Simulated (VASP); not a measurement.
# In3S2 (P4/mmm) in VASP: notebook

The runs below take In3S2 through relaxation of cell and atoms, single point, with PBE.

All numbers are computed with VASP 6.6.1; they aren't measurements. Logs are shortened: lines on timing, memory, paths and dates and some standing lists are left out, and cuts for length are marked.

### 1 The cell of the first run

Symmetry: P4/mmm, No. 123, tetragonal system. The conventional cell has a = 4.979 Å, b = 4.979 Å, c = 5.858 Å, α = 90.00°, β = 90.00°, γ = 90.00°. Within 3.9 Å of In (site symmetry 4/mmm) lie 2 In at 2.93 Å and 8 S at 3.66 Å. In (site symmetry 4/mmm) has 6 In at 2.93 to 3.52 Å and 8 S at 4.01 Å within 4.1 Å. Within 2.6 Å of In (site symmetry 4/mmm) lie 2 S at 1.93 Å. S (site symmetry 4mm) has 1 In at 1.93 Å and 1 S at 2.01 Å within 2.6 Å.

The cell was built from a structure type or drawn by symmetry, and may not be a known phase.

### 2 Relaxation of cell and atoms, PBE

File INCAR:

```
SYSTEM = In3S2
PREC = Accurate
ENCUT = 600
EDIFF = 1E-6
ISMEAR = 0
SIGMA = 0.1
LREAL = .False.
LASPH = .True.
NELM = 100
ALGO = Normal
ISIF = 3
LWAVE = .False.
LCHARG = .False.
GGA = PE
IBRION = 2
NSW = 90
EDIFFG = -0.04
```

File KPOINTS:

```
regular mesh
0
Gamma
  4 4 4
  0 0 0
```

File POSCAR:

```
In3S2
1.0
    4.9790905000      0.0000000000      0.0000000000
    0.0000000000      4.9790905000      0.0000000000
    0.0000000000      0.0000000000      5.8584657100
In S
3 2
Direct
    0.0000000000      0.0000000000      0.0000000000
    0.0000000000      0.0000000000      0.5000000000
    0.5000000000      0.5000000000      0.5000000000
    0.5000000000      0.5000000000      0.1714113000
    0.5000000000      0.5000000000      0.8285887000
```

Potentials or basis: VASP PAW PBE potentials, release 64 (In_d, S).

Started as:

```bash
> cat potpaw_PBE.64/In_d/POTCAR potpaw_PBE.64/S/POTCAR > POTCAR
> mpirun -np 1 vasp_std > vasp.out
```

OUTCAR:

```text
SYSTEM = In3S2
   PREC = Accurate
   ENCUT = 600
   EDIFF = 1E-6
   ISMEAR = 0
   LREAL = .False.
   LASPH = .True.
   NELM = 100
   ISIF = 3
   GGA = PE
   IBRION = 2
   NSW = 90
   EDIFFG = -0.04

 ion  position               nearest neighbor table
   1  0.000  0.000  0.000-   2 2.93   2 2.93
   2  0.000  0.000  0.500-   1 2.93   1 2.93   3 3.52   3 3.52   3 3.52   3 3.52
   3  0.500  0.500  0.500-   4 1.93   5 1.93   2 3.52   2 3.52   2 3.52   2 3.52
   4  0.500  0.500  0.171-   3 1.93   5 2.01
   5  0.500  0.500  0.829-   3 1.93   4 2.01

  LATTYP: Found a simple tetragonal cell.
 ALAT       =     4.9790905000
 C/A-ratio  =     1.1766136225

  Lattice vectors:

 A1 = (   4.9790905000,   0.0000000000,   0.0000000000)
 A2 = (   0.0000000000,   4.9790905000,   0.0000000000)
 A3 = (   0.0000000000,   0.0000000000,   5.8584657100)

Analysis of symmetry for initial positions (statically):
=====================================================================
 Subroutine PRICEL returns:
 Original cell was already a primitive cell.

 Routine SETGRP: Setting up the symmetry group for a
 simple tetragonal supercell.

 Subroutine GETGRP returns: Found 16 space group operations
 (whereof 16 operations were pure point group operations)
 out of a pool of 16 trial point group operations.

The static configuration has the point symmetry D_4h.

Analysis of symmetry for dynamics (positions and initial velocities):
=====================================================================
 Subroutine PRICEL returns:
 Original cell was already a primitive cell.

 Routine SETGRP: Setting up the symmetry group for a
 simple tetragonal supercell.

 Subroutine GETGRP returns: Found 16 space group operations
 (whereof 16 operations were pure point group operations)
 out of a pool of 16 trial point group operations.

The dynamic configuration has the point symmetry D_4h.

 Subroutine INISYM returns: Found 16 space group operations
 (whereof 16 operations are pure point group operations),
 and found     1 'primitive' translations

----------------------------------------------------------------------------------------

                                     Primitive cell

  volume of cell :     145.2392

  direct lattice vectors                    reciprocal lattice vectors
     4.979090500  0.000000000  0.000000000     0.200839892  0.000000000  0.000000000
     0.000000000  4.979090500  0.000000000     0.000000000  0.200839892  0.000000000
     0.000000000  0.000000000  5.858465710     0.000000000  0.000000000  0.170693156

  length of vectors
     4.979090500  4.979090500  5.858465710     0.200839892  0.200839892  0.170693156

  position of ions in fractional coordinates (direct lattice)
     0.000000000  0.000000000  0.000000000
     0.000000000  0.000000000  0.500000000
     0.500000000  0.500000000  0.500000000
     0.500000000  0.500000000  0.171411300
     0.500000000  0.500000000  0.828588700

  ion indices of the primitive-cell ions
   primitive index   ion index
                 1           1
                 2           2
                 3           3
                 4           4
                 5           5

----------------------------------------------------------------------------------------

 KPOINTS: regular mesh

Automatic generation of k-mesh.
 Grid dimensions read from file:
 generate k-points for:    4    4    4

 Generating k-lattice:

  Cartesian coordinates                     Fractional coordinates (reciprocal lattice)
     0.050209973  0.000000000  0.000000000     0.250000000  0.000000000  0.000000000
     0.000000000  0.050209973  0.000000000     0.000000000  0.250000000  0.000000000
     0.000000000  0.000000000  0.042673289     0.000000000  0.000000000  0.250000000

  Length of vectors
     0.050209973  0.050209973  0.042673289

  Shift w.r.t. Gamma in fractional coordinates (k-lattice)
     0.000000000  0.000000000  0.000000000

 Subroutine IBZKPT returns following result:
 ===========================================

 Found     18 irreducible k-points:

 Following reciprocal coordinates:
            Coordinates               Weight
  0.000000  0.000000  0.000000      1.000000
  0.250000  0.000000  0.000000      4.000000
  0.500000  0.000000  0.000000      2.000000
  0.250000  0.250000  0.000000      4.000000
  0.500000  0.250000  0.000000      4.000000
  0.500000  0.500000  0.000000      1.000000
[... 10 lines left out ...]
  0.500000  0.250000  0.500000      4.000000
  0.500000  0.500000  0.500000      1.000000
   k-points           NKPTS =     18   k-points in BZ     NKDIM =     18   number of bands    NBANDS=     30
   number of dos      NEDOS =    301   number of ions     NIONS =      5
   total plane-waves  NPLWV =  76800
   dimension x,y,z NGX =    40 NGY =   40 NGZ =   48
   dimension x,y,z NGXF=    80 NGYF=   80 NGZF=   96
   ions per type =               3   2
   NGX,Y,Z   is equivalent  to a cutoff of  13.36, 13.36, 13.62 a.u.
   NGXF,Y,Z  is equivalent  to a cutoff of  26.71, 26.71, 27.24 a.u.
 SYSTEM =  In3S2
   PREC   = accura    normal or accurate (medium, high low for compatibility)
   ISTART =      0    job   : 0-new  1-cont  2-samecut
   ICHARG =      2    charge: 1-file 2-atom 10-const
   ISPIN  =      1    spin polarized calculation?
   LNONCOLLINEAR =      F non collinear calculations
   LSORBIT =      F    spin-orbit coupling
   LASPH  =      T    aspherical Exc in radial PAW
   ENCUT  =  600.0 eV  44.10 Ry    6.64 a.u.   9.94  9.94 11.70*2*pi/ulx,y,z
   NELM   =    100;   NELMIN=  2; NELMDL= -5     # of ELM steps
   EDIFF  = 0.1E-05   stopping-criterion for ELM
   LREAL  =      F    real-space projection
   EDIFFG = -.4E-01   stopping-criterion for IOM
   NSW    =     90    number of steps for IOM
   IBRION =      2    ionic relax: 0-MD 1-quasi-New 2-CG
   NFREE  =      1    steps in history (QN), initial steepest desc. (CG)
   ISIF   =      3    stress and relaxation
   ISYM   =      2    0-nonsym 1-usesym 2-fastsym
   POTIM  = 0.5000    time-step for ionic-motion
   TEBEG  =    0.0;   TEEND  =   0.0 temperature during run
   PSTRESS=    0.0 pullay stress
   NELECT =      51.0000    total number of electrons
   NUPDOWN=      -1.0000    fix difference up-down
   EMIN   =  10.00;   EMAX   =-10.00  energy-range for DOS
   EFERMI =   0.00;   METHOD = LEGACY
   ISMEAR =     0;   SIGMA  =   0.10  broadening in eV -4-tet -1-fermi 0-gaus
   EFERMI_NEDOS =   21; number of points for ismear=-14 and -15
   IALGO  =     38    algorithm
   IMIX   =      4    mixing-type and parameters
     AMIX     =   0.40;   BMIX     =  1.00
     AMIX_MAG =   1.60;   BMIX_MAG =  1.00
  volume/ion in A,a.u.               =      29.05       196.02
  Fermi-wavevector in a.u.,A,eV,Ry     =   1.154969  2.182575 18.149531  1.333953
  Thomas-Fermi vector in A             =   2.291601
   LORBIT       =      0    0 simple, 1 ext, 2 COOP (PROOUT), +10 PAW based schemes
   GGA     = PE    functional components
   LHFCALC =     F    Hartree Fock is set to
   AEXX    =    0.0000 exact exchange contribution
   IVDW    =     0    specifies the selected vdW correction
   LEPSILON=     F    determine dielectric tensor
   LRPA    =     F    only Hartree local field effects (RPA)
 conjugate gradient relaxation of ions
 non-spin polarized calculation
 Gauss-broadening in eV      SIGMA  =   0.10
  energy-cutoff  :      600.00
  volume of cell :      145.24
 maximum number of plane-waves:      4880
 NGX is ok and might be reduce to    40
   NGX = 19   NGY = 19   NGZ = 23

--------------------------------------- Ionic step        1  -------------------------------------------

 number of electron      51.0000011 magnetization

 Free energy of the ion-electron system (eV)
  ---------------------------------------------------
  ext. energy  EPLUGINS =         0.00000000
  ---------------------------------------------------
  free energy    TOTEN  =        -8.95002353 eV

  energy without entropy =       -8.93356779  energy(sigma->0) =       -8.94179566

------------------------ aborting loop because EDIFF is reached ----------------------------------------

  FORCE on cell =-STRESS in cart. coord.  units (eV):
  Direction    XX          YY          ZZ          XY          YZ          ZX
  --------------------------------------------------------------------------------------
  -------------------------------------------------------------------------------------
  Total       -0.4527755     -0.4527755     63.1643162      0.0000000     -0.0000000      0.0000000
  in kB       -4.9947014     -4.9947014    696.7844477      0.0000000     -0.0000000      0.0000000
  external PRESSURE =     228.9316816 kB  Pullay stress =       0.0000000 kB
[... 98 lines left out ...]
  FREE ENERGIE OF THE ION-ELECTRON SYSTEM (eV)
  ---------------------------------------------------
  free  energy   TOTEN  =       -13.8099237128 eV

  energy  without entropy=      -13.7668518799  energy(sigma->0) =      -13.78838780

 E-fermi :   6.7316     XC(G=0): -10.0302

 val. band max:        6.6845611708   @ k =   0.5000   0.2500   0.5000
 cond. band min:       6.7461430514   @ k =   0.5000   0.2500   0.0000
 fundamental gap:      0.0615818806
 Fermi energy:         6.7316062620

 k-point     1 :       0.0000    0.0000    0.0000
  band No.  band energies     occupation
      1      -8.9956      2.00000
      2      -8.8348      2.00000
      3      -8.6699      2.00000
      4      -8.4108      2.00000
      5      -8.3456      2.00000
      6      -8.3456      2.00000
[... 583 lines left out ...]
     29       9.6258      0.00000
     30      11.1370      0.00000

[... ionic steps 4 to 14 ...]

--------------------------------------- Ionic step       15  -------------------------------------------

 number of electron      50.9999972 magnetization

------------------------ aborting loop because EDIFF is reached ----------------------------------------

  FORCE on cell =-STRESS in cart. coord.  units (eV):
  Direction    XX          YY          ZZ          XY          YZ          ZX
  --------------------------------------------------------------------------------------
  -------------------------------------------------------------------------------------
  Total        0.0439535      0.0439535      0.4347632      0.0000000      0.0000000     -0.0000000
  in kB        0.4945014      0.4945014      4.8913282      0.0000000      0.0000000     -0.0000000
  external PRESSURE =       1.9601103 kB  Pullay stress =       0.0000000 kB
[... 63 lines left out ...]
  energy  without entropy=      -15.5368895615  energy(sigma->0) =      -15.54325583

--------------------------------------- Ionic step       17  -------------------------------------------

 number of electron      50.9999967 magnetization

 Free energy of the ion-electron system (eV)
  ---------------------------------------------------
  ext. energy  EPLUGINS =         0.00000000
  ---------------------------------------------------
  free energy    TOTEN  =       -15.54993790 eV

  energy without entropy =      -15.53675904  energy(sigma->0) =      -15.54334847

 E-fermi :   4.6116     XC(G=0):  -9.0647

 val. band max:        4.5894449718   @ k =   0.5000   0.2500   0.2500
 cond. band min:       4.6908218863   @ k =   0.5000   0.0000   0.0000
 fundamental gap:      0.1013769144
 Fermi energy:         4.6116492245

 k-point     1 :       0.0000    0.0000    0.0000
  band No.  band energies     occupation
      1     -10.4899      2.00000
      2     -10.4287      2.00000
      3     -10.2920      2.00000
      4     -10.1791      2.00000
      5     -10.1791      2.00000
      6     -10.1411      2.00000
[... 615 lines left out ...]
  FREE ENERGIE OF THE ION-ELECTRON SYSTEM (eV)
  ---------------------------------------------------
  free  energy   TOTEN  =       -15.5499379022 eV

  energy  without entropy=      -15.5367590380  energy(sigma->0) =      -15.54334847

 reached required accuracy - stopping structural energy minimisation
```

Wall time 31 min (1 thread of Intel Xeon 8259CL, shared host); peak memory 0.32 GiB.

What came out:

* Free energy: -15.5499 eV
* Relaxed volume: 28.62 Å³/atom
* Relaxed cell: a = 4.376 Å, b = 4.376 Å, c = 7.475 Å, α = 90.00°, β = 90.00°, γ = 90.00°
* Space group after relaxing (to 0.1 Å): P4/mmm (No. 123)
* Energy gained by relaxing: 1320.0 meV/atom
* Ionic steps: 17
* Pressure after relaxing: -0.1 GPa
* Largest force after relaxing: 0.030 eV/Å
* Band gap on the k mesh: zero (an odd number of electrons rules out a gap without spin polarisation)

Forces on the atoms (eV/Å):
```
In   0.000  0.000  0.000
In   0.000  0.000  0.000
In   0.000  0.000  0.000
S    0.000  0.000  0.030
S    0.000  0.000 -0.030
```

Step by step:
```tsv
step	energy change (eV)	largest force (eV/Å)	pressure (GPa)	volume (Å³)
1	0.0000	8.6545	22.89	145.24
2	-4.8352	3.4460	-1.37	231.72
3	-4.8599	3.4061	-1.41	230.34
4	-4.8904	3.3619	-1.45	228.65
5	-5.5086	4.3253	-0.41	187.12
6	-5.7333	0.5845	-4.59	188.48
7	-5.9545	0.2652	-3.42	187.97
8	-5.9554	0.1971	-3.36	187.95
9	-6.2802	0.1074	-2.78	171.62
10	-6.5538	0.0886	-1.34	151.75
11	-6.1547	1.0787	8.39	116.41
12	-6.5882	0.1656	-0.33	144.86
13	-6.5890	0.1808	-0.08	143.48
14	-6.5956	0.1655	0.08	142.80
15	-6.5966	0.1550	0.20	142.41
16	-6.5996	0.0512	-0.04	142.93
17	-6.5999	0.0302	-0.14	143.12
```

Final structure:
```cif
data_structure
_symmetry_space_group_name_H-M 'P 1'
_symmetry_Int_Tables_number 1
_cell_length_a 4.3755
_cell_length_b 4.3755
_cell_length_c 7.4754
_cell_angle_alpha 90.000
_cell_angle_beta 90.000
_cell_angle_gamma 90.000
_cell_volume 143.12
loop_
_atom_site_label
_atom_site_type_symbol
_atom_site_fract_x
_atom_site_fract_y
_atom_site_fract_z
_atom_site_occupancy
In1 In 0.00000 0.00000 0.00000 1
In2 In 0.00000 0.00000 0.50000 1
In3 In 0.50000 0.50000 0.50000 1
S1 S 0.50000 0.50000 0.14557 1
S2 S 0.50000 0.50000 0.85443 1
```

Caveat: a cell axis changed by over 15 % at a fixed basis, so the end point is rough; spin-orbit coupling is left out, which moves the levels of the heavy elements.

### 3 Single point, PBE

This run uses another cell than the first one, of 27.87 Å³/atom.

File INCAR:

```
PREC = Accurate ; ENCUT = 520
EDIFF = 1E-6 ; ISMEAR = 0
SIGMA = 0.1 ; LREAL = False
LASPH = True ; NELM = 60
ALGO = Normal ; ISIF = 2
LWAVE = False ; LCHARG = False
GGA = PE ; NBANDS = 34
```

File KPOINTS:

```
regular mesh
0
Gamma
  10 10 6
```

File POSCAR:

```
In3S2
1.0
    4.2547143473      0.0000000000      0.0000000000
    0.0000000000      4.2547143473      0.0000000000
    0.0000000000      0.0000000000      7.6980668041
In S
3 2
Direct
    0.0000000000      0.0000000000      0.0000000000
    0.0000000000      0.0000000000      0.5000000000
    0.5000000000      0.5000000000      0.5000000000
    0.5000000000      0.5000000000      0.1830547571
    0.5000000000      0.5000000000      0.8169452429
```

Potentials or basis: VASP PAW PBE potentials, release 64 (In_d, S).

Started as:

```bash
> cat potpaw_PBE.64/In_d/POTCAR potpaw_PBE.64/S/POTCAR > POTCAR
> mpirun -np 1 vasp_std > vasp.out
```

It took 8.5 min on 1 thread of Intel Xeon 8259CL, shared host; peak memory 0.44 GiB.

Results (log left out):

```yaml
Free_energy: -15.6320 eV
Pressure: -0.1 GPa
Largest_force: 0.025 eV/Å
Band_gap_on_the_k_mesh: zero (an odd number of electrons rules out a gap without spin polarisation)
```

Forces in eV/Å, atoms in the order of the input:
```
In   0.000  0.000  0.000
In   0.000  0.000  0.000
In   0.000  0.000  0.000
S    0.000  0.000  0.025
S    0.000  0.000 -0.025
```

Levels at points of the mesh, in eV from the Fermi level:
```
           k point  band 22  band 23  band 24  band 25  band 26  band 27  band 28  band 29
(0.00, 0.00, 0.00)    -1.98    -1.55    -0.87    -0.87     0.41     0.97     0.97     1.69
(0.50, 0.00, 0.00)    -1.68    -1.60    -1.15    -0.76     0.20     2.37     2.69     3.00
(0.50, 0.50, 0.00)    -2.48    -1.74    -1.74    -1.51    -1.51    -1.47     0.45     0.63
(0.00, 0.00, 0.50)    -1.88    -1.51    -1.51    -1.44     1.43     1.43     2.21     2.54
(0.50, 0.00, 0.50)    -1.63    -1.45    -1.09     0.12     1.23     2.09     2.38     3.22
(0.50, 0.50, 0.50)    -3.26    -3.16    -3.16    -3.03    -0.35    -0.35     2.67     2.85
```

Caveat: spin-orbit coupling is left out, which moves the levels of the heavy elements.
